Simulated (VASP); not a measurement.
# Si4Mo (Immm) in VASP: relaxation of cell and atoms with PBE

Aim: the relaxation of cell and atoms of Si4Mo with PBE.

Everything below comes from runs of VASP 6.6.1. Logs are shortened: lines on timing, memory, paths and dates and some standing lists are left out, and cuts for length are marked.

**1. The cell of the first run**

The structure is orthorhombic, space group Immm (No. 71). Conventional cell: a = 4.669 Å, b = 5.781 Å, c = 6.175 Å, α = 90.00°, β = 90.00°, γ = 90.00°. Within 3.1 Å of Si (site symmetry m) lie 4 Si at 2.32 to 2.51 Å and 3 Mo at 2.58 to 2.86 Å. Mo (site symmetry mmm) has 12 Si at 2.58 to 2.86 Å within 3.4 Å.

The cell was built from a structure type or drawn by symmetry, and may not be a known phase.

**2. Relaxation of cell and atoms, PBE**

File INCAR:

```
SYSTEM = Si4Mo
ALGO = Normal
EDIFF = 1E-6
EDIFFG = -0.01
ENCUT = 600
GGA = PE
IBRION = 2
ISIF = 3
ISMEAR = 0
LASPH = .True.
LCHARG = .False.
LREAL = .False.
LWAVE = .False.
NELM = 100
NSW = 100
PREC = Accurate
SIGMA = 0.1
```

File KPOINTS:

```
k-points
0
Gamma
  8 8 8
  0 0 0
```

File POSCAR:

```
Si4Mo
1.0
   -2.3346477079      2.8904796435      3.0874800158
    2.3346477079     -2.8904796435      3.0874800158
    2.3346477079      2.8904796435     -3.0874800158
Si Mo
4 1
Direct
    0.0167104889      0.3121442952      0.7045661938
    0.9832895111      0.6878557048      0.2954338062
    0.3924218986      0.6878557048      0.7045661938
    0.6075781014      0.3121442952      0.2954338062
    0.0000000000      0.0000000000      0.0000000000
```

Potentials or basis: VASP PAW PBE potentials, release 64 (Si, Mo_sv).

Command:

```sh
cat potpaw_PBE.64/Si/POTCAR potpaw_PBE.64/Mo_sv/POTCAR > POTCAR
mpirun -np 1 vasp_std > vasp.out
```

OUTCAR:

```text
SYSTEM = Si4Mo
   EDIFF = 1E-6
   EDIFFG = -0.01
   ENCUT = 600
   GGA = PE
   IBRION = 2
   ISIF = 3
   ISMEAR = 0
   LASPH = .True.
   LREAL = .False.
   NELM = 100
   NSW = 100
   PREC = Accurate

 ion  position               nearest neighbor table
   1  0.017  0.312  0.705-   3 2.32   4 2.37   2 2.51   2 2.51   5 2.58   5 2.86   5 2.86
   2  0.983  0.688  0.295-   4 2.32   3 2.37   1 2.51   1 2.51   5 2.58   5 2.86   5 2.86
   3  0.392  0.688  0.705-   1 2.32   2 2.37   4 2.51   4 2.51   5 2.58   5 2.86   5 2.86
   4  0.608  0.312  0.295-   2 2.32   1 2.37   3 2.51   3 2.51   5 2.58   5 2.86   5 2.86
   5  0.000  0.000  0.000-   1 2.58   2 2.58   4 2.58   3 2.58   1 2.86   2 2.86   4 2.86   3 2.86
                             4 2.86   3 2.86   2 2.86   1 2.86

  LATTYP: Found a body centered orthorhombic cell.
 ALAT       =     4.6692954158
 B/A-ratio  =     1.2380795757
 C/A-ratio  =     1.3224607744

  Lattice vectors:

 A1 = (  -2.3346477079,   2.8904796435,   3.0874800158)
 A2 = (   2.3346477079,  -2.8904796435,   3.0874800158)
 A3 = (   2.3346477079,   2.8904796435,  -3.0874800158)

Analysis of symmetry for initial positions (statically):
=====================================================================
 Subroutine PRICEL returns:
 Original cell was already a primitive cell.

 Routine SETGRP: Setting up the symmetry group for a
 body centered orthorhombic supercell.

 Subroutine GETGRP returns: Found  8 space group operations
 (whereof  8 operations were pure point group operations)
 out of a pool of  8 trial point group operations.

The static configuration has the point symmetry D_2h.

Analysis of symmetry for dynamics (positions and initial velocities):
=====================================================================
 Subroutine PRICEL returns:
 Original cell was already a primitive cell.

 Routine SETGRP: Setting up the symmetry group for a
 body centered orthorhombic supercell.

 Subroutine GETGRP returns: Found  8 space group operations
 (whereof  8 operations were pure point group operations)
 out of a pool of  8 trial point group operations.

The dynamic configuration has the point symmetry D_2h.

 Subroutine INISYM returns: Found  8 space group operations
 (whereof  8 operations are pure point group operations),
 and found     1 'primitive' translations

----------------------------------------------------------------------------------------

                                     Primitive cell

[... 100 lines left out ...]
   IBRION =      2    ionic relax: 0-MD 1-quasi-New 2-CG
   NFREE  =      1    steps in history (QN), initial steepest desc. (CG)
   ISIF   =      3    stress and relaxation
   ISYM   =      2    0-nonsym 1-usesym 2-fastsym
   POTIM  = 0.5000    time-step for ionic-motion
   TEBEG  =    0.0;   TEEND  =   0.0 temperature during run
   PSTRESS=    0.0 pullay stress
   NELECT =      30.0000    total number of electrons
   NUPDOWN=      -1.0000    fix difference up-down
   EMIN   =  10.00;   EMAX   =-10.00  energy-range for DOS
   EFERMI =   0.00;   METHOD = LEGACY
   ISMEAR =     0;   SIGMA  =   0.10  broadening in eV -4-tet -1-fermi 0-gaus
   EFERMI_NEDOS =   21; number of points for ismear=-14 and -15
   IALGO  =     38    algorithm
   IMIX   =      4    mixing-type and parameters
     AMIX     =   0.40;   BMIX     =  1.00
     AMIX_MAG =   1.60;   BMIX_MAG =  1.00
  volume/ion in A,a.u.               =      16.67       112.48
  Fermi-wavevector in a.u.,A,eV,Ry     =   1.164564  2.200707 18.452355  1.356210
  Thomas-Fermi vector in A             =   2.301101
   LORBIT       =      0    0 simple, 1 ext, 2 COOP (PROOUT), +10 PAW based schemes
   GGA     = PE    functional components
   LHFCALC =     F    Hartree Fock is set to
   AEXX    =    0.0000 exact exchange contribution
   IVDW    =     0    specifies the selected vdW correction
   LEPSILON=     F    determine dielectric tensor
   LRPA    =     F    only Hartree local field effects (RPA)
 conjugate gradient relaxation of ions
 non-spin polarized calculation
 Gauss-broadening in eV      SIGMA  =   0.10
  energy-cutoff  :      600.00
  volume of cell :       83.34
 maximum number of plane-waves:      2803
   NGX = 19   NGY = 19   NGZ = 19

--------------------------------------- Ionic step        1  -------------------------------------------

 number of electron      29.9999999 magnetization

 Free energy of the ion-electron system (eV)
  ---------------------------------------------------
  ext. energy  EPLUGINS =         0.00000000
  ---------------------------------------------------
  free energy    TOTEN  =       -31.97418056 eV

  energy without entropy =      -31.95507505  energy(sigma->0) =      -31.96462780

------------------------ aborting loop because EDIFF is reached ----------------------------------------

  FORCE on cell =-STRESS in cart. coord.  units (eV):
  Direction    XX          YY          ZZ          XY          YZ          ZX
  --------------------------------------------------------------------------------------
  -------------------------------------------------------------------------------------
  Total        0.0492514      0.0074946      0.1349484     -0.0000000      0.0000000      0.0000000
  in kB        0.9468342      0.1440797      2.5943155     -0.0000000      0.0000000      0.0000000
  external PRESSURE =       1.2284098 kB  Pullay stress =       0.0000000 kB
[... 65 lines left out ...]
--------------------------------------- Ionic step        3  -------------------------------------------

 number of electron      29.9999999 magnetization

 Free energy of the ion-electron system (eV)
  ---------------------------------------------------
  ext. energy  EPLUGINS =         0.00000000
  ---------------------------------------------------
  free energy    TOTEN  =       -31.97423912 eV

  energy without entropy =      -31.95513815  energy(sigma->0) =      -31.96468864

 E-fermi :   8.4961     XC(G=0): -10.8225

 val. band max:        8.4865821136   @ k =  -0.3750   0.3750  -0.0000
 cond. band min:       8.5095663017   @ k =  -0.0000   0.3750   0.0000
 fundamental gap:      0.0229841881
 Fermi energy:         8.4961145816

 k-point     1 :       0.0000    0.0000    0.0000
  band No.  band energies     occupation
      1     -52.3600      2.00000
      2     -26.4979      2.00000
      3     -26.4905      2.00000
      4     -26.4554      2.00000
      5      -4.1261      2.00000
      6       1.0552      2.00000
[... 505 lines left out ...]
      6      -0.5533      2.00000
[... 11 lines left out ...]
     18      11.2043      0.00000
     19      11.6034      0.00000

 [... further k-points ...]
[... 5 lines left out ...]
  --------------------------------------------------------------------------------------
  -------------------------------------------------------------------------------------
  Total       -0.0065395     -0.0476626      0.0076883     -0.0000000      0.0000000      0.0000000
  in kB       -0.1255802     -0.9152831      0.1476410     -0.0000000      0.0000000      0.0000000
  external PRESSURE =      -0.2977407 kB  Pullay stress =       0.0000000 kB
[... 20 lines left out ...]
  FREE ENERGIE OF THE ION-ELECTRON SYSTEM (eV)
  ---------------------------------------------------
  free  energy   TOTEN  =       -31.9742391229 eV

  energy  without entropy=      -31.9551381524  energy(sigma->0) =      -31.96468864

 reached required accuracy - stopping structural energy minimisation
```

OSZICAR:

```text
N       E                     dE             d eps       ncg     rms          rms(c)
DAV:   1     0.172005807029E+03    0.17201E+03   -0.15204E+04  3626   0.159E+03
DAV:   2    -0.249371015722E+02   -0.19694E+03   -0.19172E+03  4299   0.335E+02
[... 21 lines left out ...]
   2 F= -.31974215E+02 E0= -.31964668E+02  d E =-.347117E-04
       N       E                     dE             d eps       ncg     rms          rms(c)
DAV:   1    -0.319744371855E+02   -0.22133E-03   -0.44959E-03  4014   0.608E-01    0.125E-01
DAV:   2    -0.319743666234E+02    0.70562E-04   -0.25968E-03  4093   0.324E-01    0.703E-02
DAV:   3    -0.319742413173E+02    0.12531E-03   -0.64253E-04  4300   0.142E-01    0.165E-02
DAV:   4    -0.319742381722E+02    0.31451E-05   -0.37708E-05  4177   0.458E-02    0.528E-03
DAV:   5    -0.319742391229E+02   -0.95067E-06   -0.20221E-06  3055   0.987E-03
   3 F= -.31974239E+02 E0= -.31964689E+02  d E =-.585599E-04
```

CONTCAR:

```text
Si4Mo
   1.00000000000000
    -2.3353067957387994    2.8906038146349298    3.0898682392124144
     2.3353067957387994   -2.8906038146349298    3.0898682392124144
     2.3353067957387994    2.8906038146349298   -3.0898682392124144
  Si              Mo
     4     1
Direct
     0.0167133925917876    0.3121663337343368    0.7045470589574454
     0.9832866074082124    0.6878336662656631    0.2954529410425545
     0.3923807252231087    0.6878336662656631    0.7045470589574454
     0.6076192747768913    0.3121663337343368    0.2954529410425545
     0.0000000000000000    0.0000000000000000    0.0000000000000000

  0.00000000E+00  0.00000000E+00  0.00000000E+00
  0.00000000E+00  0.00000000E+00  0.00000000E+00
  0.00000000E+00  0.00000000E+00  0.00000000E+00
  0.00000000E+00  0.00000000E+00  0.00000000E+00
  0.00000000E+00  0.00000000E+00  0.00000000E+00
```

It took 3.1 min on 1 thread of Intel Xeon 6975P-C (Granite Rapids), shared host; peak memory 0.36 GiB.

Results:

```yaml
Free_energy: -31.9742 eV
Relaxed_volume: 16.69 Å³/atom
Relaxed_cell: a = 4.833 Å, b = 4.833 Å, c = 4.833 Å, α = 122.21°, β = 106.53°, γ = 100.51°
Space_group_after_relaxing_to_0.1_Å: Immm (No. 71)
Energy_gained_by_relaxing: 0.0 meV/atom
Ionic_steps: 3
Pressure_after_relaxing: 0.0 GPa
Largest_force_after_relaxing: 0.009 eV/Å
Band_gap_on_the_k_mesh: zero (bands 15 and 16 overlap by 1.44 eV)
```

Forces in eV/Å, atoms in the order of the input:
```
Si   0.000  0.000  0.009
Si   0.000  0.000 -0.009
Si   0.000  0.000 -0.009
Si   0.000  0.000  0.009
Mo   0.000  0.000  0.000
```

Final structure:
```xyz
5
Lattice="-2.3353 2.8906 3.0899 2.3353 -2.8906 3.0899 2.3353 2.8906 -3.0899" Properties=species:S:1:pos:R:3 pbc="T T T"
Si    2.3353    1.1825   -1.1608
Si    0.0000    1.7081    4.2506
Si    2.3353    1.1825    1.1608
Si    0.0000    1.7081    1.9291
Mo    0.0000    0.0000    0.0000
```
